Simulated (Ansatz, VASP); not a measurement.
Mg2Si3N3 in VASP and in Ansatz

```
Mg Si N
1.0
     5.16362    0.00000    0.00000
    -2.58181    4.47183    0.00000
     0.00000    0.00000    4.12752
Mg Si N
2 3 3
Direct
  0.00000 0.00000 0.50000
  0.66667 0.33333 0.00000
  0.01255 0.50627 0.50000
  0.49373 0.50627 0.50000
  0.49373 0.98745 0.50000
  0.65333 0.82667 0.00000
  0.17333 0.82667 0.00000
  0.17333 0.34667 0.00000
```

Change from the starting cell: species swapped into the Mn3Fe3Ge2 type (P-6m2, No. 187).

Alike in both runs: task relaxation of cell and atoms; functional PBE; k mesh 4 × 4 × 4; occupations gaussian, width 0.2 eV; no spin polarisation.

|  | VASP | Ansatz |
| --- | --- | --- |
| version | VASP 6.6.1 | Ansatz 0.2.0 |
| potentials or method | VASP PAW PBE potentials, release 64 (Mg, Si, N), cutoff 600 eV | scalar-relativistic, plane waves, PAW |
| valence electrons in the cell | 31 | 47 |

```csv
,VASP,Ansatz,Ansatz less VASP
"gap on the k mesh at the Fermi level, each at its own relaxed structure (eV)",none,none,-
relaxed volume (Å³/atom),11.85,11.96,+0.104
relaxed cell length with the largest relative difference (Å),6.320,6.348,+0.0274
```

A gap of «none» marks a metal or a gap that the smearing closes. VASP's potentials hold 31 valence electrons a cell and Ansatz's 47, so a difference there can come from the potentials and not from the codes.

The k mesh is coarse, so the values compare programs but aren't converged.
